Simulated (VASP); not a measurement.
Set up this calculation in VASP 6.6.1, as the native input.

| Property | Result |
| --- | --- |
| Task | single point |
| Functional | LDA |
| Potentials or basis | VASP PAW LDA potentials, release 64 (C, Cl, H) |
| Cutoff | 520 eV |
| k mesh | 1 × 1 × 1 |
| Occupations | fermi-dirac, width 0.02 eV |
| Spin | no spin polarisation |
| Dipole correction | no |
| Further INCAR settings | LREAL = Auto; ALGO = Normal; EDIFF = 1e-07; NBANDS = 82 |

The structure of H3CCl lies in POSCAR:

```
H3CCl
1.0
    8.3815160000      0.0000000000      0.0000000000
    0.0000000000      8.3815160000      0.0000000000
    0.0000000000      0.0000000000      8.3815160000
C Cl H
8 8 24
Direct
    0.4602627973      0.0090556410      0.6792923858
    0.8524352874      0.7088813050      0.4004406840
   -0.0441686206      0.1333052398      0.9977311980
    0.0294815401      0.5862662554      0.8882283348
    0.4674214068      0.5027730067     -0.2355659764
    1.2439515715      0.4574948017      0.2424501725
    0.3827947116      0.7762796134      0.0954719886
    0.6012874043      0.1281271789      0.2697602677
    0.6752954955      0.0960804704      0.7589915715
    0.7553168186      0.7981253033      0.2210936542
   -0.1268744222      0.2753201211      1.1200360412
   -0.1118652043      0.6775862505      0.7224110769
    0.4973682565      0.4082674304     -0.0438942072
    1.2366617209      0.4891119936      0.4535694975
    0.3658646002      0.8083621149      0.2945290566
    0.5930669344      0.3310260340      0.3259076282
    0.4841606220     -0.0588199080      0.5737148268
    0.4406959314     -0.0596789411      0.7911456591
    0.3704103172      0.0948635068      0.6489040885
    0.7633225302      0.6817740371      0.5039183842
    0.8623260995      0.5722353808      0.3649936360
    0.9533358882      0.7532408218      0.4463512329
    0.0659307934      0.1209685694      1.0765116955
   -0.1125452722      0.0216547937      1.0006065728
    0.0196861761      0.1324939307      0.8975583892
   -0.0787804975      0.5317534441      0.9754321295
    0.1167330588      0.4954354320      0.8393231010
    0.0714906468      0.6859260306      0.9388635660
    0.5619389142      0.4770616676     -0.3280552110
    0.3683104584      0.4389182100     -0.2852586573
    0.4538439108      0.6294923257     -0.2026483037
    1.1539678502      0.5392580531      0.1810889581
    1.3576541523      0.5089532729      0.1960981760
    1.2518379730      0.3421815337      0.2563617369
    0.3276137634      0.6664068887      0.0559087401
    0.3030120088      0.8545232151      0.0129093591
    0.5063165184      0.7511171010      0.0781123606
    0.5908954896      0.1315752425      0.1328876542
    0.7149303300      0.0603351470      0.3158975059
    0.4906510946      0.0816081482      0.3152770931
```

The input as run:

INCAR

```
SYSTEM = H3CCl
ALGO = Normal ; EDIFF = 1E-7
ENCUT = 520 ; GGA = CA
ISIF = 2 ; ISMEAR = -1
LASPH = .TRUE. ; LCHARG = .FALSE.
LREAL = Auto ; LWAVE = .FALSE.
NBANDS = 82 ; NELM = 60
PREC = Accurate ; SIGMA = 0.02
```

KPOINTS

```
k-points
0
G
  1 1 1
  0 0 0
```

Potentials or basis: VASP PAW LDA potentials, release 64 (C, Cl, H).

Launch:

```bash
$ cat potpaw_LDA.64/C/POTCAR potpaw_LDA.64/Cl/POTCAR potpaw_LDA.64/H/POTCAR > POTCAR
$ mpirun -np 1 vasp_gam > vasp.out
```

Results of the run:

```json
{
  "Pressure": "0.0 GPa",
  "Largest force": "7.698 eV/Å",
  "Band gap on the k mesh": "3.63 eV"
}
```

Caveat: the k points lie up to 0.75 Å⁻¹ apart; the atoms stand as in a frame of molecular dynamics.

It used 110 s of CPU time on 1 thread of AMD EPYC 7R13 Processor (Zen 3), on a shared host.
